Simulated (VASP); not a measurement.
# P (P6/mmm) in VASP: further runs

Runs on P. Level: revPBE. Tasks: single point.

Everything below comes from runs of VASP 6.6.1. Logs are shortened: lines on timing, memory, paths and dates and some standing lists are left out, and cuts for length are marked.

## 1. The cell of the first run

Symmetry: P6/mmm, No. 191, hexagonal system. Conventional cell: a = 4.412 Å, b = 4.412 Å, c = 2.485 Å, α = 90.00°, β = 90.00°, γ = 120.00°. Within 3.3 Å of P (site symmetry 6/mmm) lie 14 P at 2.49 to 2.83 Å. Within 3.3 Å of P (site symmetry -6m2) lie 11 P at 2.49 to 2.83 Å.

## 2. Single point, revPBE (volume scaled by 0.96)

Input file INCAR:

```
  ALGO = Normal
  EDIFF = 1E-7
  ENCUT = 520
  GGA = RE
  ISIF = 2
  ISMEAR = -1
  LASPH = T
  LCHARG = F
  LREAL = F
  LWAVE = F
  NBANDS = 14
  NELM = 60
  PREC = Accurate
  SIGMA = 0.1
```

Input file KPOINTS:

```
k-points
0
Gamma
  9 9 14
```

Input file POSCAR:

```
P
1.0
    4.4119849935      0.0000000000      0.0000000000
   -2.2059924968      3.8208910854      0.0000000000
    0.0000000000      0.0000000000      2.4852534062
P
3
Direct
    0.0000000000      0.0000000000      0.0000000000
    0.3333333333      0.6666666667      0.5000000000
    0.6666666667      0.3333333333      0.5000000000
```

Potentials or basis: VASP PAW PBE potentials, release 64 (P).

Started as:

```sh
cat potpaw_PBE.64/P/POTCAR > POTCAR
mpirun -np 1 vasp_std > vasp.out
```

OUTCAR:

```text
EDIFF = 1E-7
   ENCUT = 520
   GGA = RE
   ISIF = 2
   ISMEAR = -1
   LASPH = T
   LREAL = F
   NELM = 60
   PREC = Accurate

 ion  position               nearest neighbor table
   1  0.000  0.000  0.000-   2 2.83   3 2.83   2 2.83   3 2.83   2 2.83   2 2.83   3 2.83   3 2.83
                             3 2.83   3 2.83   2 2.83   2 2.83
   2  0.333  0.667  0.500-   3 2.55   3 2.55   3 2.55   1 2.83   1 2.83   1 2.83   1 2.83   1 2.83
                             1 2.83
   3  0.667  0.333  0.500-   2 2.55   2 2.55   2 2.55   1 2.83   1 2.83   1 2.83   1 2.83   1 2.83
                             1 2.83

  LATTYP: Found a hexagonal cell.
 ALAT       =     4.4119849935
 C/A-ratio  =     0.5632959790

  Lattice vectors:

 A1 = (   4.4119849935,   0.0000000000,   0.0000000000)
 A2 = (  -2.2059924968,   3.8208910854,   0.0000000000)
 A3 = (   0.0000000000,   0.0000000000,   2.4852534062)

Analysis of symmetry for initial positions (statically):
=====================================================================
 Subroutine PRICEL returns:
 Original cell was already a primitive cell.

 Routine SETGRP: Setting up the symmetry group for a
 hexagonal supercell.

 Subroutine GETGRP returns: Found 24 space group operations
 (whereof 24 operations were pure point group operations)
 out of a pool of 24 trial point group operations.

The static configuration has the point symmetry D_6h.

Analysis of symmetry for dynamics (positions and initial velocities):
=====================================================================
 Subroutine PRICEL returns:
 Original cell was already a primitive cell.

 Routine SETGRP: Setting up the symmetry group for a
 hexagonal supercell.

 Subroutine GETGRP returns: Found 24 space group operations
 (whereof 24 operations were pure point group operations)
 out of a pool of 24 trial point group operations.

The dynamic configuration has the point symmetry D_6h.

 Subroutine INISYM returns: Found 24 space group operations
 (whereof 24 operations are pure point group operations),
 and found     1 'primitive' translations

----------------------------------------------------------------------------------------

                                     Primitive cell

  volume of cell :      41.8957

  direct lattice vectors                    reciprocal lattice vectors
     4.411984993  0.000000000  0.000000000     0.226655349  0.130859527  0.000000000
[... 94 lines left out ...]
   ISIF   =      2    stress and relaxation
   ISYM   =      2    0-nonsym 1-usesym 2-fastsym
   POTIM  = 0.5000    time-step for ionic-motion
   TEBEG  =    0.0;   TEEND  =   0.0 temperature during run
   PSTRESS=    0.0 pullay stress
   NELECT =      15.0000    total number of electrons
   NUPDOWN=      -1.0000    fix difference up-down
   EMIN   =  10.00;   EMAX   =-10.00  energy-range for DOS
   EFERMI =   0.00;   METHOD = LEGACY
   ISMEAR =    -1;   SIGMA  =   0.10  broadening in eV -4-tet -1-fermi 0-gaus
   EFERMI_NEDOS =   21; number of points for ismear=-14 and -15
   IALGO  =     38    algorithm
   IMIX   =      4    mixing-type and parameters
     AMIX     =   0.40;   BMIX     =  1.00
     AMIX_MAG =   1.60;   BMIX_MAG =  1.00
  volume/ion in A,a.u.               =      13.97        94.24
  Fermi-wavevector in a.u.,A,eV,Ry     =   1.162471  2.196752 18.386081  1.351339
  Thomas-Fermi vector in A             =   2.299032
   LORBIT       =      0    0 simple, 1 ext, 2 COOP (PROOUT), +10 PAW based schemes
   GGA     = RE    functional components
   LHFCALC =     F    Hartree Fock is set to
   AEXX    =    0.0000 exact exchange contribution
   IVDW    =     0    specifies the selected vdW correction
   LEPSILON=     F    determine dielectric tensor
   LRPA    =     F    only Hartree local field effects (RPA)
 non-spin polarized calculation
  energy-cutoff  :      520.00
  volume of cell :       41.90
 maximum number of plane-waves:      1142
 NGX is ok and might be reduce to    36
   NGX = 17   NGY = 17   NGZ =  9

 number of electron      15.0000002 magnetization

 Free energy of the ion-electron system (eV)
  ---------------------------------------------------
  ext. energy  EPLUGINS =         0.00000000
  ---------------------------------------------------
  free energy    TOTEN  =       -13.03300462 eV

  energy without entropy =      -12.97962486  energy(sigma->0) =      -13.00631474

 E-fermi :  10.3710     XC(G=0): -11.6349

 val. band max:       10.3681923207   @ k =   0.1111   0.1111   0.5000
 cond. band min:      10.3727030083   @ k =   0.3333   0.2222   0.5000
 fundamental gap:      0.0045106876
 Fermi energy:        10.3710014918

 k-point     1 :       0.0000    0.0000    0.0000
  band No.  band energies     occupation
      1      -6.3746      2.00000
      2       1.0906      2.00000
      3       1.1485      2.00000
      4       4.2811      2.00000
      5       4.2811      2.00000
      6       4.5432      2.00000
      7       4.5432      2.00000
      8      14.3815      0.00000
      9      16.9747      0.00000
     10      16.9747      0.00000
     11      17.3693      0.00000
     12      19.0712      0.00000
     13      19.1306      0.00000
     14      21.5484      0.00000
[... 377 lines left out ...]
      1      -3.1631      2.00000
      2      -3.1631      2.00000
      3      -3.0542      2.00000
      4       6.2376      2.00000
      5       6.5800      2.00000
      6       6.5800      2.00000
      7      13.2672      0.00000
      8      13.2672      0.00000
      9      14.0310      0.00000
     10      15.3708      0.00000
     11      15.5882      0.00000
     12      15.5882      0.00000
     13      17.8913      0.00000
     14      18.0290      0.00000

 [... further k-points ...]
[... 5 lines left out ...]
  --------------------------------------------------------------------------------------
  -------------------------------------------------------------------------------------
  Total        0.9404650      0.9404650      0.8028294     -0.0000000      0.0000000     -0.0000000
  in kB       35.9653157     35.9653157     30.7018444     -0.0000000      0.0000000     -0.0000000
  external PRESSURE =      34.2108252 kB  Pullay stress =       0.0000000 kB

 VOLUME and BASIS-vectors are now :
 -----------------------------------------------------------------------------
  energy-cutoff  :      520.00
  volume of cell :       41.90
      direct lattice vectors                 reciprocal lattice vectors
     4.411984993  0.000000000  0.000000000     0.226655349  0.130859527  0.000000000
    -2.205992497  3.820891085  0.000000000     0.000000000  0.261719054  0.000000000
     0.000000000  0.000000000  2.485253406     0.000000000  0.000000000  0.402373455

 POSITION                                       TOTAL-FORCE (eV/Angst)
 -----------------------------------------------------------------------------------
      0.00000      0.00000      0.00000        -0.000000      0.000000      0.000000
     -0.00000      2.54726      1.24263        -0.000000      0.000000      0.000000
      2.20599      1.27363      1.24263         0.000000      0.000000      0.000000
 -----------------------------------------------------------------------------------
    total drift:                               -0.000000     -0.000000     -0.000000

  FREE ENERGIE OF THE ION-ELECTRON SYSTEM (eV)
  ---------------------------------------------------
  free  energy   TOTEN  =       -13.0330046211 eV

  energy  without entropy=      -12.9796248612  energy(sigma->0) =      -13.00631474
```

stdout:

```text
POSCAR found type information on POSCAR P
 POSCAR found :  1 types and       3 ions
 scaLAPACK will be used
 -----------------------------------------------------------------------------
|                                                                             |
|                                                                             |
|     You enforced a specific xc type in the INCAR file but a different       |
|     I HOPE YOU KNOW WHAT YOU ARE DOING!                                     |
|                                                                             |
 -----------------------------------------------------------------------------

 LDA part: xc-table for (Slater+PW92), standard interpolation
 POSCAR, INCAR and KPOINTS ok, starting setup
 FFT: planning ... GRIDC
 FFT: planning ... GRID_SOFT
 FFT: planning ... GRID
 WAVECAR not read
 entering main loop
```

Wall time 29 s (1 thread of Intel Xeon Platinum 8488C (Sapphire Rapids), shared host); peak memory 0.17 GiB.

What came out:

```yaml
Free_energy: -13.0330 eV
Pressure: 3.4 GPa
```

Caveat: the cell differs from its parent crystal (volume scaled by 0.96); the PAW data sets were made with another functional, which shifts forces and pressure a little.

## 3. Single point, revPBE

This run uses another cell than the first one, of 14.55 Å³/atom, 1.042 times its volume.

Input file INCAR:

```
ALGO = Normal
EDIFF = 1E-6
ENCUT = 520
GGA = RE
ISIF = 2
ISMEAR = -1
LASPH = True
LCHARG = False
LREAL = False
LWAVE = False
NBANDS = 14
NELM = 60
PREC = Accurate
SIGMA = 0.1
```

KPOINTS is that of step 2.

Input file POSCAR:

```
P
1.0
    4.4724306553      0.0000000000      0.0000000000
   -2.2362153277      3.8732385641      0.0000000000
    0.0000000000      0.0000000000      2.5193022045
P
3
Direct
    0.0000000000      0.0000000000      0.0000000000
    0.3333333333      0.6666666667      0.5000000000
    0.6666666667      0.3333333333      0.5000000000
```

Potentials or basis: VASP PAW PBE potentials, release 64 (P).

Started as:

```sh
cat potpaw_PBE.64/P/POTCAR > POTCAR
mpirun -np 1 vasp_std > vasp.out
```

Run time: 24 s. Hardware: 1 thread of Intel Xeon Platinum 8488C (Sapphire Rapids), shared host; peak memory 0.18 GiB.

Results (log left out):

```
Free energy : -13.0480 eV
Pressure    : -0.6 GPa
```

Stress tensor (GPa, compression positive):
```
-0.11  0.00  0.00
 0.00 -0.11  0.00
 0.00  0.00 -1.58
```

Levels at points of the mesh, in eV from the Fermi level:
```tsv
k point	band 6	band 7	band 8	band 9	band 10	band 11
(0.00, 0.00, 0.00)	-5.55	-5.55	3.84	6.25	6.25	6.99
(0.00, 0.00, 0.50)	-3.32	-2.55	-2.55	-0.66	-0.66	0.02
```

Caveat: the PAW data sets were made with another functional, which shifts forces and pressure a little.

## 4. Single point, revPBE (volume scaled by 1.04)

Input file INCAR:

```
PREC = Accurate
ENCUT = 520
EDIFF = 1E-6
ISMEAR = -1
SIGMA = 0.1
LREAL = F
LASPH = T
NELM = 100
ALGO = Normal
ISIF = 2
LWAVE = F
LCHARG = F
GGA = RE
NBANDS = 14
```

Input file KPOINTS:

```
regular mesh
0
Gamma
  9 9 14
```

Input file POSCAR:

```
P
1.0
    4.5312851763      0.0000000000      0.0000000000
   -2.2656425882      3.9242080745      0.0000000000
    0.0000000000      0.0000000000      2.5524547195
P
3
Direct
    0.0000000000      0.0000000000      0.0000000000
    0.3333333333      0.6666666667      0.5000000000
    0.6666666667      0.3333333333      0.5000000000
```

Potentials or basis: VASP PAW PBE potentials, release 64 (P).

Started as:

```sh
cat potpaw_PBE.64/P/POTCAR > POTCAR
mpirun -np 1 vasp_std > vasp.out
```

OUTCAR:

```text
PREC = Accurate
   ENCUT = 520
   EDIFF = 1E-6
   ISMEAR = -1
   LREAL = F
   LASPH = T
   NELM = 100
   ISIF = 2
   GGA = RE

 ion  position               nearest neighbor table
   1  0.000  0.000  0.000-   2 2.91   3 2.91   2 2.91   3 2.91   3 2.91   3 2.91   2 2.91   2 2.91
                             3 2.91   3 2.91   2 2.91   2 2.91
   2  0.333  0.667  0.500-   3 2.62   3 2.62   3 2.62   1 2.91   1 2.91   1 2.91   1 2.91   1 2.91
                             1 2.91
   3  0.667  0.333  0.500-   2 2.62   2 2.62   2 2.62   1 2.91   1 2.91   1 2.91   1 2.91   1 2.91
                             1 2.91

  LATTYP: Found a hexagonal cell.
 ALAT       =     4.5312851763
 C/A-ratio  =     0.5632959790

  Lattice vectors:

 A1 = (   4.5312851763,   0.0000000000,   0.0000000000)
 A2 = (  -2.2656425882,   3.9242080745,   0.0000000000)
 A3 = (   0.0000000000,   0.0000000000,   2.5524547195)

Analysis of symmetry for initial positions (statically):
=====================================================================
 Subroutine PRICEL returns:
 Original cell was already a primitive cell.

 Routine SETGRP: Setting up the symmetry group for a
 hexagonal supercell.

 Subroutine GETGRP returns: Found 24 space group operations
[... 178 lines left out ...]
      3       0.0770      2.00000
      4       3.6546      2.00000
      5       3.6546      2.00000
      6       3.9186      2.00000
      7       3.9186      2.00000
      8      12.8991      0.00000
      9      15.1398      0.00000
     10      15.1398      0.00000
     11      16.2070      0.00000
     12      17.0371      0.00000
     13      17.0923      0.00000
     14      20.1763      0.00000
[... 377 lines left out ...]
      1      -3.7005      2.00000
      2      -3.7005      2.00000
      3      -3.5880      2.00000
      4       5.2924      2.00000
      5       5.6446      2.00000
      6       5.6446      2.00000
      7      11.8466      0.00000
      8      11.8466      0.00000
      9      12.5716      0.00000
     10      13.8673      0.00000
     11      14.0640      0.00000
     12      14.0640      0.00000
     13      16.6858      0.00000
     14      16.8032      0.00000

 [... further k-points ...]
[... 5 lines left out ...]
  --------------------------------------------------------------------------------------
  -------------------------------------------------------------------------------------
  Total       -0.8978902     -0.8978902     -1.4949713      0.0000000     -0.0000000      0.0000000
  in kB      -31.6958468    -31.6958468    -52.7730210      0.0000000     -0.0000000      0.0000000
  external PRESSURE =     -38.7215715 kB  Pullay stress =       0.0000000 kB

 VOLUME and BASIS-vectors are now :
 -----------------------------------------------------------------------------
  energy-cutoff  :      520.00
  volume of cell :       45.39
      direct lattice vectors                 reciprocal lattice vectors
     4.531285176  0.000000000  0.000000000     0.220687942  0.127414243  0.000000000
    -2.265642588  3.924208075  0.000000000     0.000000000  0.254828485  0.000000000
     0.000000000  0.000000000  2.552454720     0.000000000  0.000000000  0.391779722

 POSITION                                       TOTAL-FORCE (eV/Angst)
 -----------------------------------------------------------------------------------
      0.00000      0.00000      0.00000         0.000000      0.000000      0.000000
     -0.00000      2.61614      1.27623         0.000000      0.000000      0.000000
      2.26564      1.30807      1.27623        -0.000000      0.000000      0.000000
 -----------------------------------------------------------------------------------
    total drift:                                0.000000     -0.000000     -0.000000

  FREE ENERGIE OF THE ION-ELECTRON SYSTEM (eV)
  ---------------------------------------------------
  free  energy   TOTEN  =       -13.0234442182 eV

  energy  without entropy=      -12.9644239974  energy(sigma->0) =      -12.99393411
```

OSZICAR:

```text
N       E                     dE             d eps       ncg     rms          rms(c)
DAV:   1     0.329138666919E+02    0.32914E+02   -0.61455E+03  2688   0.884E+02
DAV:   2    -0.111666179510E+02   -0.44080E+02   -0.40468E+02  3552   0.138E+02
DAV:   3    -0.130347833590E+02   -0.18682E+01   -0.18297E+01  3458   0.265E+01
DAV:   4    -0.130505960122E+02   -0.15813E-01   -0.15804E-01  3266   0.298E+00
DAV:   5    -0.130507511008E+02   -0.15509E-03   -0.15508E-03  3562   0.269E-01    0.711E+00
DAV:   6    -0.130311028413E+02    0.19648E-01   -0.14192E-02  3258   0.668E-01    0.406E+00
DAV:   7    -0.130232949811E+02    0.78079E-02   -0.24208E-02  3156   0.869E-01    0.153E-01
DAV:   8    -0.130233944812E+02   -0.99500E-04   -0.47280E-04  3486   0.150E-01    0.902E-02
DAV:   9    -0.130234434254E+02   -0.48944E-04   -0.51765E-05  3270   0.490E-02    0.167E-02
DAV:  10    -0.130234442182E+02   -0.79280E-06   -0.17251E-06  2902   0.939E-03
   1 F= -.13023444E+02 E0= -.12993934E+02  d E =-.590202E-01
```

stdout:

```text
POSCAR found type information on POSCAR P
 POSCAR found :  1 types and       3 ions
 scaLAPACK will be used
 -----------------------------------------------------------------------------
|                                                                             |
|                                                                             |
|     You enforced a specific xc type in the INCAR file but a different       |
|     I HOPE YOU KNOW WHAT YOU ARE DOING!                                     |
|                                                                             |
 -----------------------------------------------------------------------------

 LDA part: xc-table for (Slater+PW92), standard interpolation
 POSCAR, INCAR and KPOINTS ok, starting setup
 FFT: planning ... GRIDC
 FFT: planning ... GRID_SOFT
 FFT: planning ... GRID
 WAVECAR not read
 entering main loop
```

It took 25 s on 1 thread of Intel Xeon Platinum 8488C (Sapphire Rapids), shared host; peak memory 0.18 GiB.

Results:

| Quantity | Value |
| --- | --- |
| Free energy | -13.0234 eV |
| Pressure | -3.9 GPa |

Stress tensor (GPa, compression positive):
```
-3.17  0.00  0.00
 0.00 -3.17  0.00
 0.00  0.00 -5.28
```

Levels at points of the mesh, in eV from the Fermi level:
| k point | band 5 | band 6 | band 7 | band 8 | band 9 | band 10 | band 11 | band 12 |
| --- | --- | --- | --- | --- | --- | --- | --- | --- |
| (0.00, 0.00, 0.00) | -5.56 | -5.30 | -5.30 | 3.68 | 5.92 | 5.92 | 6.99 | 7.82 |
| (0.00, 0.00, 0.50) | -3.57 | -3.21 | -2.45 | -2.45 | -0.59 | -0.59 | 0.14 | 0.14 |

Caveat: the cell differs from its parent crystal (volume scaled by 1.04); the PAW data sets were made with another functional, which shifts forces and pressure a little.

## 5. Summary

```tsv
cell	gap on the mesh (eV)	pressure (GPa)
a = 4.412, b = 4.412, c = 2.485 Å, angles 90.0, 90.0, 120.0°, 3 atoms	none	3.4
a = 4.472, b = 4.472, c = 2.519 Å, angles 90.0, 90.0, 120.0°, 3 atoms	none	-0.6
a = 4.531, b = 4.531, c = 2.552 Å, angles 90.0, 90.0, 120.0°, 3 atoms	none	-3.9
```

Alike in all rows: task single point; level revPBE; potentials or basis VASP PAW PBE potentials, release 64 (P); no spin polarisation; k mesh 9 × 9 × 14; cutoff (eV) 520; smearing fermi-dirac 0.1 eV.

Caveats: the PAW data sets were made with another functional, which shifts forces and pressure a little.

Total energies depend on the potentials used, so only differences within one code and one set of settings carry meaning.
